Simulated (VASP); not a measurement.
Input of a VASP 6.6.1 run:

File INCAR:

```
PREC = Accurate
ENCUT = 520
EDIFF = 1E-7
ISMEAR = 0
SIGMA = 0.15
LREAL = F
LASPH = T
NELM = 80
ALGO = Normal
ISIF = 2
LWAVE = F
LCHARG = F
GGA = PE
NBANDS = 12
```

Contents of KPOINTS:

```
Automatic mesh
0
Gamma
  20 20 20
```

The input POSCAR:

```
Ta
1.0
   -1.5522032000      1.6512800000      1.6512800000
    1.5522032000     -1.6512800000      1.6512800000
    1.5522032000      1.6512800000     -1.6512800000
Ta
1
Direct
    0.0000000000      0.0000000000      0.0000000000
```

Potentials or basis: VASP PAW PBE potentials, release 64 (Ta_pv).

The run is started by

```console
$ cat potpaw_PBE.64/Ta_pv/POTCAR > POTCAR
$ mpirun -np 1 vasp_std > vasp.out
```

Task: Estimate the pressure.

Result: 18.1 GPa.

Task: Predict the band gap on the k mesh.

Result: Zero (an odd number of electrons rules out a gap without spin polarisation).

Stress tensor (GPa, compression positive):
```
23.16  0.00  0.00
 0.00 15.51  0.00
 0.00  0.00 15.51
```

Caveat: the cell differs from its parent crystal (strain -0.0600 x Voigt [1, 0, 0, 0, 0, 0]); the stress differs along the axes, from 16 to 23 GPa; spin-orbit coupling is left out, which moves the levels of the heavy elements.
